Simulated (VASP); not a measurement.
# Te2Mo (P-3m1) in VASP: notebook

The runs below take Te2Mo through single point, relaxation of cell and atoms, with r2SCAN+rVV10, r2SCAN, PBE+D4.

All numbers are computed with VASP 6.6.1; they aren't measurements. Logs are shortened: lines on timing, memory, paths and dates and some standing lists are left out, and cuts for length are marked.

## Step 1: The cell of the first run

The structure is trigonal, space group P-3m1 (No. 164). The conventional cell has a = 3.519 Å, b = 3.519 Å, c = 7.214 Å, α = 90.00°, β = 90.00°, γ = 120.00°. Within 3.6 Å of Mo (site symmetry -3m) lie 6 Te at 2.73 Å and 6 Mo at 3.52 Å. Te (site symmetry 3m) has 3 Mo at 2.73 Å and 6 Te at 3.52 Å within 3.6 Å.

## Step 2: Single point, r2SCAN+rVV10

POSCAR reads:

```
Te2Mo
1.0
    3.5194547085      0.0000000000      0.0000000000
   -1.7597273543      3.0479371850      0.0000000000
    0.0000000000      0.0000000000      7.2144517852
Mo Te
1 2
Direct
    0.0000000000      0.0000000000      0.0000000000
    0.3333333333      0.6666666667      0.2534156295
    0.6666666667      0.3333333333      0.7465843705
```

INCAR.step1 reads:

```
  ALGO = Normal
  EDIFF = 1E-4
  ENCUT = 520
  GGA = PE
  ISMEAR = -1
  LASPH = True
  LCHARG = False
  LREAL = False
  LWAVE = True
  NBANDS = 20
  NELM = 100
  PREC = Accurate
  SIGMA = 0.02
```

INCAR.step2 reads:

```
  ALGO = Normal
  BPARAM = 11.95
  CPARAM = 0.0093
  EDIFF = 1E-7
  ENCUT = 520
  ISIF = 2
  ISMEAR = -1
  ISTART = 1
  IVDW_NL = 2
  LASPH = True
  LCHARG = False
  LMIXTAU = True
  LREAL = False
  LUSE_VDW = True
  LWAVE = False
  METAGGA = R2SCAN
  NBANDS = 20
  NELM = 100
  PREC = Accurate
  SIGMA = 0.02
```

KPOINTS reads:

```
k-points
0
Gamma
  12 12 4
```

Potentials or basis: VASP PAW PBE potentials, release 64 (Mo_sv, Te).

Command:

```bash
$ cat potpaw_PBE.64/Mo_sv/POTCAR potpaw_PBE.64/Te/POTCAR > POTCAR
$ cp INCAR.step1 INCAR
$ mpirun -np 1 vasp_std > vasp.out
$ cp INCAR.step2 INCAR
$ mpirun -np 1 vasp_std > vasp.out
```

OUTCAR:

```text
BPARAM = 11.95
   EDIFF = 1E-7
   ENCUT = 520
   ISIF = 2
   ISMEAR = -1
   ISTART = 1
   IVDW_NL = 2
   LASPH = True
   LREAL = False
   METAGGA = R2SCAN
   NELM = 100
   PREC = Accurate

 ion  position               nearest neighbor table
   1  0.000  0.000  0.000-   2 2.73   3 2.73   2 2.73   3 2.73   3 2.73   2 2.73
   2  0.333  0.667  0.253-   1 2.73   1 2.73   1 2.73
   3  0.667  0.333  0.747-   1 2.73   1 2.73   1 2.73

  LATTYP: Found a hexagonal cell.
 ALAT       =     3.5194547085
 C/A-ratio  =     2.0498777176

  Lattice vectors:

 A1 = (   3.5194547085,   0.0000000000,   0.0000000000)
 A2 = (  -1.7597273543,   3.0479371850,   0.0000000000)
 A3 = (   0.0000000000,   0.0000000000,   7.2144517852)

Analysis of symmetry for initial positions (statically):
=====================================================================
 Subroutine PRICEL returns:
 Original cell was already a primitive cell.

 Routine SETGRP: Setting up the symmetry group for a
 hexagonal supercell.

 Subroutine GETGRP returns: Found 12 space group operations
 (whereof 12 operations were pure point group operations)
 out of a pool of 24 trial point group operations.

The static configuration has the point symmetry D_3d.

Analysis of symmetry for dynamics (positions and initial velocities):
=====================================================================
 Subroutine PRICEL returns:
 Original cell was already a primitive cell.

 Routine SETGRP: Setting up the symmetry group for a
 hexagonal supercell.

 Subroutine GETGRP returns: Found 12 space group operations
 (whereof 12 operations were pure point group operations)
 out of a pool of 24 trial point group operations.

The dynamic configuration has the point symmetry D_3d.

 Subroutine INISYM returns: Found 12 space group operations
 (whereof 12 operations are pure point group operations),
 and found     1 'primitive' translations

----------------------------------------------------------------------------------------

                                     Primitive cell

  volume of cell :      77.3900

  direct lattice vectors                    reciprocal lattice vectors
     3.519454709  0.000000000  0.000000000     0.284134925  0.164045376  0.000000000
    -1.759727354  3.047937185  0.000000000     0.000000000  0.328090751  0.000000000
     0.000000000  0.000000000  7.214451785     0.000000000  0.000000000  0.138610671

  length of vectors
     3.519454709  3.519454708  7.214451785     0.328090751  0.328090751  0.138610671

  position of ions in fractional coordinates (direct lattice)
     0.000000000  0.000000000  0.000000000
     0.333333333  0.666666667  0.253415629
     0.666666667  0.333333333  0.746584371

  ion indices of the primitive-cell ions
   primitive index   ion index
                 1           1
                 2           2
                 3           3

----------------------------------------------------------------------------------------

 KPOINTS: k-points

Automatic generation of k-mesh.
 Grid dimensions read from file:
 generate k-points for:   12   12    4

 Generating k-lattice:

  Cartesian coordinates                     Fractional coordinates (reciprocal lattice)
     0.023677910  0.013670448  0.000000000     0.083333333  0.000000000  0.000000000
     0.000000000  0.027340896  0.000000000     0.000000000  0.083333333  0.000000000
     0.000000000  0.000000000  0.034652668     0.000000000  0.000000000  0.250000000

  Length of vectors
     0.027340896  0.027340896  0.034652668

  Shift w.r.t. Gamma in fractional coordinates (k-lattice)
     0.000000000  0.000000000  0.000000000

 Subroutine IBZKPT returns following result:
 ===========================================

 Found     69 irreducible k-points:

 Following reciprocal coordinates:
            Coordinates               Weight
  0.000000  0.000000  0.000000      1.000000
  0.083333  0.000000  0.000000      6.000000
  0.166667  0.000000  0.000000      6.000000
  0.250000 -0.000000  0.000000      6.000000
  0.333333  0.000000  0.000000      6.000000
  0.416667 -0.000000  0.000000      6.000000
[... 16 lines left out ...]
  0.166667  0.000000  0.250000      6.000000
  0.000000  0.166667  0.250000      6.000000
 [... further k-points ...]
   k-points           NKPTS =     69   k-points in BZ     NKDIM =     69   number of bands    NBANDS=     20
   number of dos      NEDOS =    301   number of ions     NIONS =      3
   total plane-waves  NPLWV =  42336
   dimension x,y,z NGX =    28 NGY =   28 NGZ =   54
   dimension x,y,z NGXF=    56 NGYF=   56 NGZF=  108
   ions per type =               1   2
   NGX,Y,Z   is equivalent  to a cutoff of  13.23, 13.23, 12.44 a.u.
   NGXF,Y,Z  is equivalent  to a cutoff of  26.45, 26.45, 24.89 a.u.
 SYSTEM =  unknown system
   PREC   = accura    normal or accurate (medium, high low for compatibility)
   ISTART =      1    job   : 0-new  1-cont  2-samecut
[... 39 lines left out ...]
   LRPA    =     F    only Hartree local field effects (RPA)
 non-spin polarized calculation
  energy-cutoff  :      520.00
  volume of cell :       77.39
 maximum number of plane-waves:      2138
 NGX is ok and might be reduce to    28
   NGX = 13   NGY = 13   NGZ = 27

 number of electron      25.9999998 magnetization

 Free energy of the ion-electron system (eV)
  ---------------------------------------------------
  ext. energy  EPLUGINS =         0.00000000
  ---------------------------------------------------
  free energy    TOTEN  =       -76.68657273 eV

  energy without entropy =      -76.68506002  energy(sigma->0) =      -76.68581637

 E-fermi :   8.2496     XC(G=0): -10.8740

 val. band max:        8.1676332836   @ k =   0.3333   0.3333   0.5000
 cond. band min:       8.2599567395   @ k =   0.2500   0.1667   0.5000
 fundamental gap:      0.0923234559
 Fermi energy:         8.2495700187

 k-point     1 :       0.0000    0.0000    0.0000
  band No.  band energies     occupation
      1     -55.1302      2.00000
      2     -28.5224      2.00000
      3     -28.4732      2.00000
      4     -28.4732      2.00000
      5      -5.8230      2.00000
      6      -4.6133      2.00000
[... 12 lines left out ...]
     19      14.5442      0.00000
     20      16.7713      0.00000

 k-point     2 :       0.0833    0.0000    0.0000
  band No.  band energies     occupation
      1     -55.1294      2.00000
      2     -28.5203      2.00000
      3     -28.4826      2.00000
      4     -28.4754      2.00000
      5      -5.7157      2.00000
      6      -4.5488      2.00000
[... 12 lines left out ...]
     19      15.1124      0.00000
     20      16.5472      0.00000

 k-point     3 :       0.1667    0.0000    0.0000
  band No.  band energies     occupation
      1     -55.1274      2.00000
      2     -28.5147      2.00000
      3     -28.5081      2.00000
      4     -28.4815      2.00000
      5      -5.4023      2.00000
      6      -4.3630      2.00000
[... 12 lines left out ...]
     19      15.4312      0.00000
     20      16.5172      0.00000

 k-point     4 :       0.2500   -0.0000    0.0000
  band No.  band energies     occupation
      1     -55.1247      2.00000
      2     -28.5433      2.00000
      3     -28.5065      2.00000
      4     -28.4897      2.00000
      5      -4.9120      2.00000
      6      -4.0803      2.00000
[... 12 lines left out ...]
     19      14.9007      0.00000
     20      15.1993      0.00000

 k-point     5 :       0.3333    0.0000    0.0000
  band No.  band energies     occupation
      1     -55.1220      2.00000
      2     -28.5779      2.00000
      3     -28.4985      2.00000
      4     -28.4979      2.00000
      5      -4.3141      2.00000
      6      -3.7480      2.00000
[... 12 lines left out ...]
     19      14.1926      0.00000
     20      14.5104      0.00000
[... 353 lines left out ...]
      6      -4.7116      2.00000
[... 12 lines left out ...]
     19      15.6348      0.00000
     20      16.6216      0.00000

 k-point    22 :       0.0000    0.0833    0.2500
  band No.  band energies     occupation
      1     -55.1294      2.00000
      2     -28.5203      2.00000
      3     -28.4826      2.00000
      4     -28.4754      2.00000
      5      -5.6164      2.00000
      6      -4.7101      2.00000
[... 12 lines left out ...]
     19      15.3403      0.00000
     20      16.5355      0.00000

 k-point    23 :       0.1667    0.0000    0.2500
  band No.  band energies     occupation
      1     -55.1274      2.00000
      2     -28.5147      2.00000
      3     -28.5081      2.00000
      4     -28.4815      2.00000
      5      -5.3014      2.00000
      6      -4.5174      2.00000
[... 12 lines left out ...]
     19      15.8347      0.00000
     20      16.3867      0.00000

 k-point    24 :       0.0000    0.1667    0.2500
  band No.  band energies     occupation
      1     -55.1274      2.00000
      2     -28.5147      2.00000
      3     -28.5081      2.00000
      4     -28.4815      2.00000
      5      -5.3100      2.00000
      6      -4.5039      2.00000
[... 12 lines left out ...]
     19      15.2390      0.00000
     20      16.0138      0.00000

 [... further k-points ...]
[... 5 lines left out ...]
  --------------------------------------------------------------------------------------
  -------------------------------------------------------------------------------------
  Total        0.1876920      0.1876920      0.2251988     -0.0000000     -0.0000000      0.0000000
  in kB        3.8857204      3.8857204      4.6622119     -0.0000000     -0.0000000      0.0000000
  external PRESSURE =       4.1445509 kB  Pullay stress =       0.0000000 kB

 VOLUME and BASIS-vectors are now :
 -----------------------------------------------------------------------------
  energy-cutoff  :      520.00
  volume of cell :       77.39
      direct lattice vectors                 reciprocal lattice vectors
     3.519454709  0.000000000  0.000000000     0.284134925  0.164045376  0.000000000
    -1.759727354  3.047937185  0.000000000     0.000000000  0.328090751  0.000000000
     0.000000000  0.000000000  7.214451785     0.000000000  0.000000000  0.138610671

 POSITION                                       TOTAL-FORCE (eV/Angst)
 -----------------------------------------------------------------------------------
      0.00000      0.00000      0.00000         0.000000      0.000000      0.000000
     -0.00000      2.03196      1.82825         0.000000      0.000000      0.049487
      1.75973      1.01598      5.38620        -0.000000     -0.000000     -0.049487
 -----------------------------------------------------------------------------------
    total drift:                               -0.000000      0.000000     -0.000000

  FREE ENERGIE OF THE ION-ELECTRON SYSTEM (eV)
  ---------------------------------------------------
  free  energy   TOTEN  =       -76.6865727251 eV

  energy  without entropy=      -76.6850600214  energy(sigma->0) =      -76.68581637
```

It took 8 min on 1 thread of Intel Xeon Platinum 8259CL at 2.50GHz (Skylake/Cascade Lake), shared host; peak memory 0.44 GiB.

What came out:

| Quantity | Value |
| --- | --- |
| Free energy | -76.6866 eV |
| Pressure | 0.4 GPa |
| Largest force | 0.049 eV/Å |
| Band gap on the k mesh | zero (band 13 reaches 8.67 eV, above the bottom of band 14 at 8.09 eV) |

Forces on the atoms (eV/Å):
```
Mo   0.000  0.000  0.000
Te   0.000  0.000  0.049
Te   0.000  0.000 -0.049
```

Stress tensor (GPa, compression positive):
```
0.39 0.00 0.00
0.00 0.39 0.00
0.00 0.00 0.47
```

Caveat: the PAW data sets were made with another functional, which shifts forces and pressure a little; spin-orbit coupling is left out, which moves the levels of the heavy elements.

## Step 3: Single point, r2SCAN

POSCAR is that of step 2.

INCAR.step1 reads:

```
PREC     = Accurate       # precision mode
ENCUT    = 520            # plane-wave cutoff, eV
ISMEAR   = -1             # smearing method
SIGMA    = 0.02           # smearing width, eV
LREAL    = F              # projectors in reciprocal space
LASPH    = T              # aspherical terms in the spheres
NELM     = 100            # most SCF steps
NBANDS   = 20             # bands
GGA      = PE             # functional
ALGO     = Normal         # electronic algorithm
EDIFF    = 1E-4           # SCF threshold, eV
LWAVE    = T              # write WAVECAR
LCHARG   = F              # write CHGCAR
```

INCAR.step2 reads:

```
PREC     = Accurate       # precision mode
ENCUT    = 520            # plane-wave cutoff, eV
EDIFF    = 1E-7           # SCF threshold, eV
ISMEAR   = -1             # smearing method
SIGMA    = 0.02           # smearing width, eV
LREAL    = F              # projectors in reciprocal space
LASPH    = T              # aspherical terms in the spheres
NELM     = 100            # most SCF steps
ALGO     = Normal         # electronic algorithm
ISIF     = 2              # what is computed and relaxed
LWAVE    = F              # write WAVECAR
LCHARG   = F              # write CHGCAR
METAGGA  = R2SCAN         # meta-GGA
LMIXTAU  = T            
NBANDS   = 20             # bands
ISTART   = 1
```

KPOINTS reads:

```
Automatic mesh
0
Gamma
  12 12 4
```

Potentials or basis: VASP PAW PBE potentials, release 64 (Mo_sv, Te).

Command:

```bash
$ cat potpaw_PBE.64/Mo_sv/POTCAR potpaw_PBE.64/Te/POTCAR > POTCAR
$ cp INCAR.step1 INCAR
$ mpirun -np 1 vasp_std > vasp.out
$ cp INCAR.step2 INCAR
$ mpirun -np 1 vasp_std > vasp.out
```

Run time: 6.1 min. Hardware: 1 thread of Intel Xeon Platinum 8259CL at 2.50GHz (Skylake/Cascade Lake), shared host; peak memory 0.27 GiB.

It converged, with:

```
Free energy            : -77.2498 eV
Pressure               : 1.3 GPa
Band gap on the k mesh : zero (band 13 reaches 8.68 eV, above the bottom of band 14 at 8.11 eV)
```

Levels at points of the mesh, in eV from the Fermi level:
| k point | band 10 | band 11 | band 12 | band 13 | band 14 | band 15 | band 16 | band 17 |
| --- | --- | --- | --- | --- | --- | --- | --- | --- |
| (0.00, 0.00, 0.00) | -1.68 | -1.61 | -0.95 | -0.95 | 1.28 | 1.28 | 3.52 | 3.52 |
| (0.50, 0.00, 0.00) | -3.21 | -3.19 | -1.81 | -1.07 | 0.60 | 0.95 | 2.49 | 3.27 |
| (0.00, 0.00, 0.50) | -2.79 | -0.96 | -0.96 | -0.71 | 1.15 | 1.15 | 3.75 | 3.75 |
| (0.50, 0.00, 0.50) | -3.28 | -2.20 | -2.17 | -0.82 | 0.60 | 1.15 | 2.78 | 3.53 |

Caveat: the PAW data sets were made with another functional, which shifts forces and pressure a little; spin-orbit coupling is left out, which moves the levels of the heavy elements.

## Step 4: Relaxation of cell and atoms, PBE+D4

This run uses another cell than the first one, of 24.41 Å³/atom, 0.946 times its volume.

INCAR reads:

```
PREC = Accurate
ENCUT = 600
EDIFF = 1E-6
ISMEAR = -1
SIGMA = 0.02
LREAL = False
LASPH = True
NELM = 100
ALGO = Normal
ISIF = 3
LWAVE = False
LCHARG = False
GGA = PE
IVDW = 13
IBRION = 2
NSW = 80
EDIFFG = -0.005
```

KPOINTS is that of step 3.

POSCAR reads:

```
Te2Mo
1.0
    3.4574571930      0.0000000000      0.0000000000
   -1.7287285965      2.9942457616      0.0000000000
    0.0000000000      0.0000000000      7.0725606056
Mo Te
1 2
Direct
    0.0000000000      0.0000000000      0.0000000000
    0.3333333333      0.6666666667      0.2636984627
    0.6666666667      0.3333333333      0.7363015373
```

Command:

```bash
$ cat potpaw_PBE.64/Mo_sv/POTCAR potpaw_PBE.64/Te/POTCAR > POTCAR
$ mpirun -np 1 vasp_std > vasp.out
```

Run time: 13 min. Hardware: 1 thread of Intel Xeon Platinum 8259CL at 2.50GHz (Skylake/Cascade Lake), shared host; peak memory 0.3 GiB.

Results (log left out):

```yaml
Free_energy: -19.1622 eV
Relaxed_volume: 24.36 Å³/atom
Relaxed_cell: a = 3.474 Å, b = 3.474 Å, c = 6.995 Å, α = 90.00°, β = 90.00°, γ = 120.00°
Space_group_after_relaxing_to_0.05_Å: P-3m1 (No. 164)
Energy_gained_by_relaxing: 0.5 meV/atom
Ionic_steps: 21
Pressure_after_relaxing: 0.0 GPa
Band_gap_on_the_k_mesh: zero (band 13 reaches 9.53 eV, above the bottom of band 14 at 8.86 eV)
Dispersion_energy_per_atom: -0.573 eV
```

Forces on the atoms (eV/Å):
```
Mo   0.000  0.000  0.000
Te   0.000  0.000 -0.003
Te   0.000  0.000  0.003
```

The path:
```
step  energy change (eV)  largest force (eV/Å)  pressure (GPa)  volume (Å³)
   1              0.0000                0.0178            0.14        73.22
   2             -0.0009                0.0024           -0.03        73.44
   3             -0.0010                0.0074           -0.15        73.59
   4             -0.0010                0.0063           -0.15        73.58
   5             -0.0010                0.0020           -0.09        73.51
   6             -0.0010                0.0052           -0.12        73.56
   7             -0.0010                0.0054           -0.09        73.57
   8             -0.0011                0.0413            0.09        73.41
   9             -0.0011                0.0327            0.04        73.45
  10             -0.0012                0.0319            0.04        73.41
  11             -0.0013                0.0302            0.06        73.27
  12             -0.0013                0.0266            0.12        73.01
  13             -0.0013                0.0233           -0.11        73.11
  14             -0.0014                0.0007            0.01        73.06
  15             -0.0014                0.0005            0.03        73.06
  16             -0.0014                0.0045            0.00        73.08
  17             -0.0014                0.0112           -0.02        73.11
  18             -0.0014                0.0140           -0.04        73.12
  19             -0.0014                0.0090            0.01        73.10
  20             -0.0014                0.0007            0.06        73.08
  21             -0.0014                0.0030            0.02        73.09
```

Final structure:
```cif
data_structure
_symmetry_space_group_name_H-M 'P 1'
_symmetry_Int_Tables_number 1
_cell_length_a 3.4736
_cell_length_b 3.4736
_cell_length_c 6.9947
_cell_angle_alpha 90.000
_cell_angle_beta 90.000
_cell_angle_gamma 120.000
_cell_volume 73.09
loop_
_atom_site_label
_atom_site_type_symbol
_atom_site_fract_x
_atom_site_fract_y
_atom_site_fract_z
_atom_site_occupancy
Mo1 Mo 0.00000 0.00000 0.00000 1
Te1 Te 0.33333 0.66667 0.26517 1
Te2 Te 0.66667 0.33333 0.73483 1
```

Levels at points of the mesh, in eV from the Fermi level:
| k point | band 9 | band 10 | band 11 | band 12 | band 13 | band 14 | band 15 | band 16 | band 17 |
| --- | --- | --- | --- | --- | --- | --- | --- | --- | --- |
| (0.00, 0.00, 0.00) | -2.51 | -1.82 | -1.18 | -0.80 | -0.80 | 1.53 | 1.53 | 3.40 | 3.40 |
| (0.50, 0.00, 0.00) | -3.92 | -3.15 | -2.89 | -1.74 | -0.92 | 0.72 | 0.80 | 2.37 | 3.27 |
| (0.00, 0.00, 0.50) | -2.49 | -2.49 | -0.81 | -0.81 | -0.63 | 1.31 | 1.31 | 3.75 | 3.75 |
| (0.50, 0.00, 0.50) | -4.14 | -3.01 | -2.27 | -1.81 | -0.51 | 0.72 | 1.16 | 2.55 | 3.07 |

Caveat: spin-orbit coupling is left out, which moves the levels of the heavy elements.

## Step 5: The runs side by side

```tsv
task	level	cell	cutoff (eV)	gap on the mesh (eV)	pressure (GPa)
single point	r2SCAN+rVV10	a = 3.519, b = 3.519, c = 7.214 Å, angles 90.0, 90.0, 120.0°, 3 atoms	520	none	0.4
single point	r2SCAN	a = 3.519, b = 3.519, c = 7.214 Å, angles 90.0, 90.0, 120.0°, 3 atoms	520	none	1.3
relaxation of cell and atoms	PBE+D4	relaxed from a = 3.457, b = 3.457, c = 7.073 Å, angles 90.0, 90.0, 120.0°, 3 atoms	600	none	0.0
```

Alike in all rows: potentials or basis VASP PAW PBE potentials, release 64 (Mo_sv, Te); no spin polarisation; k mesh 12 × 12 × 4; smearing fermi-dirac 0.02 eV.

Caveats: spin-orbit coupling is left out, which moves the levels of the heavy elements; the PAW data sets were made with another functional, which shifts forces and pressure a little (some runs).

Total energies depend on the potentials used, so only differences within one code and one set of settings carry meaning.
